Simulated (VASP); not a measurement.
Set up this calculation in VASP 6.6.1, as the native input.

| Item | Value |
| --- | --- |
| Task | single point |
| Functional | LDA |
| Potentials or basis | VASP PAW LDA potentials, release 64 (K_sv, Br) |
| Cutoff | 400 eV |
| k mesh | 6 × 6 × 6 |
| Occupations | fermi-dirac, width 0.02 eV |
| Spin | no spin polarisation |
| Dipole correction | no |
| Further INCAR settings | ALGO = Normal; EDIFF = 1e-06; NBANDS = 15 |

The structure of KBr lies in POSCAR:

```
KBr
1.0
    4.0434990000      0.0000000000      0.0000000000
    0.0000000000      4.0434990000      0.0000000000
    0.0000000000      0.0000000000      4.0434990000
K Br
1 1
Direct
    0.6666666667      0.0000000000      0.0000000000
    0.4999998763      0.4999998763      0.4999998763
```

One way to write it, as run:

INCAR

```
  ALGO = Normal
  EDIFF = 1E-6
  ENCUT = 400
  GGA_COMPAT = False
  ISIF = 2
  ISMEAR = -1
  LASPH = True
  LCHARG = False
  LREAL = False
  LWAVE = False
  NBANDS = 15
  NELM = 120
  PREC = Accurate
  SIGMA = 0.02
```

KPOINTS

```
k-points
0
Gamma
  6 6 6
```

Potentials or basis: VASP PAW LDA potentials, release 64 (K_sv, Br).

Run with:

```console
$ cat potpaw_LDA.64/K_sv/POTCAR potpaw_LDA.64/Br/POTCAR > POTCAR
$ mpirun -np 1 vasp_std > vasp.out
```

It gave:

The pressure is 3.5 GPa. The largest force is 0.497 eV/Å and the band gap on the k mesh is 3.51 eV, indirect (least direct gap 3.84 eV).

Run time: 45 s on 1 thread of Intel Xeon 8259CL (shared host), peak memory 0.15 GiB.
